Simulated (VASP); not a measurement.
# CuO: single point with PBE+U

CuO:

```xyz
4
Lattice="3.4221 0.0000 0.0000 0.0000 3.4221 0.0000 0.0000 0.0000 4.2605" Properties=species:S:1:pos:R:3 pbc="T T T"
Cu    0.0000    1.7110    0.0000
Cu    1.7110    0.0000    2.1302
O     0.0000    0.0000    1.0651
O     0.0000    0.0000    3.1953
```

```yaml
Program: VASP 6.6.1
Task: single point
Functional: PBE
Potentials_or_basis: VASP PAW PBE potentials, release 64 (Cu, O)
Cutoff: 520 eV
k_mesh: 8 × 8 × 6
Occupations: fermi-dirac, width 0.05 eV
Spin: no spin polarisation
Hubbard_terms: Cu d U = 1.0 eV
Dipole_correction: no
Further_INCAR_settings: ALGO = Normal; EDIFF = 1e-06; NBANDS = 25
```

```
Pressure               : -2.6 GPa
Band gap on the k mesh : zero (bands 17 and 18 overlap by 1.80 eV)
```

Stress tensor (GPa, compression positive):
```
-14.14   0.00   0.00
  0.00 -14.14   0.00
  0.00   0.00  20.63
```

Levels at points of the mesh, in eV from the Fermi level:
| k point | band 14 | band 15 | band 16 | band 17 | band 18 | band 19 | band 20 | band 21 |
| --- | --- | --- | --- | --- | --- | --- | --- | --- |
| (0.00, 0.00, 0.00) | -2.40 | -1.36 | 0.50 | 0.50 | 0.66 | 0.66 | 6.23 | 7.30 |
| (0.50, 0.00, 0.00) | -1.91 | -1.85 | -1.83 | 0.55 | 1.00 | 3.86 | 4.18 | 6.59 |
| (0.50, 0.50, 0.00) | -2.26 | -1.85 | -1.60 | -1.60 | 0.94 | 1.36 | 7.98 | 7.98 |
| (0.00, 0.00, 0.50) | -2.04 | -1.72 | -1.72 | -0.04 | -0.04 | 2.29 | 2.29 | 9.88 |
| (0.50, 0.00, 0.50) | -2.33 | -1.95 | -1.91 | -0.75 | 0.41 | 4.00 | 5.20 | 6.01 |
| (0.50, 0.50, 0.50) | -1.88 | -1.71 | -1.71 | -1.16 | -1.16 | 3.64 | 3.64 | 8.42 |

Eigenvalues of the final occupation matrices:
```csv
site,spin,trace,eigenvalues
site 1 d,1,4.60,0.82 0.91 0.95 0.96 0.96
site 1 d,2,4.60,0.82 0.91 0.95 0.96 0.96
site 2 d,1,4.60,0.82 0.91 0.95 0.96 0.96
site 2 d,2,4.60,0.82 0.91 0.95 0.96 0.96
```

Wall time 96 s on 1 thread of AMD EPYC 7R13 (shared host), peak memory 0.17 GiB.

Caveat: the stress differs along the axes, from -14 to 21 GPa; U without spin polarisation on a metal has little footing.
